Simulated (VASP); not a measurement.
Wanted: the native input for a VASP 6.6.1 run.

```yaml
Task: single point
Functional: PBEsol
Potentials_or_basis: VASP PAW PBE potentials, release 64 (Ag, Cl)
Cutoff: 500 eV
k_mesh: 8 × 8 × 8
Occupations: gaussian, width 0.01 eV
Spin: no spin polarisation
Dipole_correction: no
Further_INCAR_settings: ALGO = Normal; EDIFF = 1e-06; NBANDS = 16
```

The structure of AgCl (Chlorargyrite) lies in POSCAR:

```
AgCl
1.0
    2.7101326944      2.7101326944      0.0000000000
   -2.7101326944      2.7101326944      0.0000000000
    0.0000000000      2.7101326944      2.7403198498
Ag Cl
1 1
Direct
    0.0000000000      0.0000000000      0.0000000000
    0.5000000000      0.5000000000      0.0000000000
```

This cell differs from its parent crystal: in-plane strain -0.005, then relaxed in part.

These files were run (other wordings do the same):

INCAR

```
SYSTEM = AgCl
  ALGO = Normal
  EDIFF = 1E-6
  ENCUT = 500
  GGA = PS
  GGA_COMPAT = .FALSE.
  ISIF = 2
  ISMEAR = 0
  LASPH = .TRUE.
  LCHARG = .FALSE.
  LREAL = .FALSE.
  LWAVE = .FALSE.
  NBANDS = 16
  NELM = 120
  PREC = Accurate
  SIGMA = 0.01
```

KPOINTS

```
k-points
0
G
  8 8 8
  0 0 0
```

Potentials or basis: VASP PAW PBE potentials, release 64 (Ag, Cl).

Run with:

```bash
$ cat potpaw_PBE.64/Ag/POTCAR potpaw_PBE.64/Cl/POTCAR > POTCAR
$ mpirun -np 1 vasp_std > vasp.out
```

It gave:

The pressure is 0.1 GPa. The band gap on the k mesh is 0.69 eV, indirect (least direct gap 3.24 eV).

Caveat: the cell differs from its parent crystal (in-plane strain -0.005, then relaxed in part); the PAW data sets were made with another functional, which shifts forces and pressure a little.

Wall time 46 s on 1 thread of Intel Xeon 8259CL (shared host), peak memory 0.18 GiB.
